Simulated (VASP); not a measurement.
Runs of VASP 6.6.1 on Ge. The structure is that of space group I4_1/amd (No. 141), or close to it. The cells are those of the table. 

```tsv
task	level	potentials or basis	cell	cutoff (eV)	gap on the mesh (eV)	pressure (GPa)	relaxed volume (Å³/atom)
relaxation of cell and atoms	PBEsol	VASP PAW PBE potentials, release 64 (Ge_d)	relaxed from a = 3.900 Å, angles 97.4, 97.4, 138.0°, 2 atoms	600	none	0.0	(a)
single point	BLYP+D3(BJ)	VASP PAW PBE potentials, release 64 (Ge_d)	a = 3.930 Å, angles 97.6, 97.6, 137.2°, 2 atoms	520	none	0.0	-
single point	LDA	VASP PAW LDA potentials, release 64 (Ge_d)	a = 3.845 Å, angles 97.6, 97.6, 137.4°, 2 atoms	520	none	0.0	-
relaxation of cell and atoms	LDA	VASP PAW LDA potentials, release 64 (Ge_d)	relaxed from a = 3.900 Å, angles 97.4, 97.4, 138.0°, 2 atoms	600	none	0.0	17.95
relaxation of cell and atoms	BLYP+D3(BJ)	VASP PAW PBE potentials, release 64 (Ge_d)	relaxed from a = 3.900 Å, angles 97.4, 97.4, 138.0°, 2 atoms	600	none	0.0	19.23
single point	PBEsol	VASP PAW PBE potentials, release 64 (Ge_d)	a = 3.875 Å, angles 97.6, 97.6, 137.4°, 2 atoms	520	none	0.0	-
```

Alike in all rows: no spin polarisation; k mesh 13 × 13 × 13; smearing fermi-dirac 0.1 eV.

Fill in the values left out.

(a) 18.37.

Caveats: the PAW data sets were made with another functional, which shifts forces and pressure a little (at least some runs).

A k mesh can miss the band edges, and the runs leave out spin-orbit coupling on Ge.

A gap of «none» marks levels without a gap at the run's occupations.
